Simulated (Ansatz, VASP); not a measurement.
# Sn: VASP beside Ansatz

```xyz
2
Lattice="-1.8724 1.8724 1.8724 1.8724 -1.8724 1.8724 3.7448 3.7448 0.0000" Properties=species:S:1:pos:R:3 pbc="T T T"
Sn    0.0000    0.0000   -0.1500
Sn    1.8724    1.8724    2.0224
```

Change from the starting cell: mode 5 (36.0 1/cm) frozen in, largest displacement +0.150 Å.

Alike in both runs: task single point; functional PBEsol; k mesh 20 × 20 × 12; occupations gaussian, width 0.15 eV; no spin polarisation.

|  | VASP | Ansatz |
| --- | --- | --- |
| version | VASP 6.6.1 | Ansatz 0.2.0 |
| potentials or method | VASP PAW PBE potentials, release 64 (Sn_d), cutoff 520 eV | scalar-relativistic, plane waves, PAW |
| valence electrons in the cell | 28 | 28 |

|  | VASP | Ansatz | Ansatz less VASP |
| --- | --- | --- | --- |
| gap on the k mesh at the Fermi level (eV) | none | none | - |
| pressure (GPa) | 0.0 | 0.0 | +0.05 |
| traceless stress, the component that is largest in VASP (GPa) | 0.72 | 0.71 | -0.004 |
| rms of the force components (eV/Å) | 0.062 | 0.062 | -0.0002 |

VASP's potentials were made for PBE, not for PBEsol. Atom by atom the forces differ by 0.000 eV/Å (rms over components). A gap of «none» marks a metal or a gap that the smearing closes. With one functional, cell and mesh, what is left measures potentials, basis and numerics.
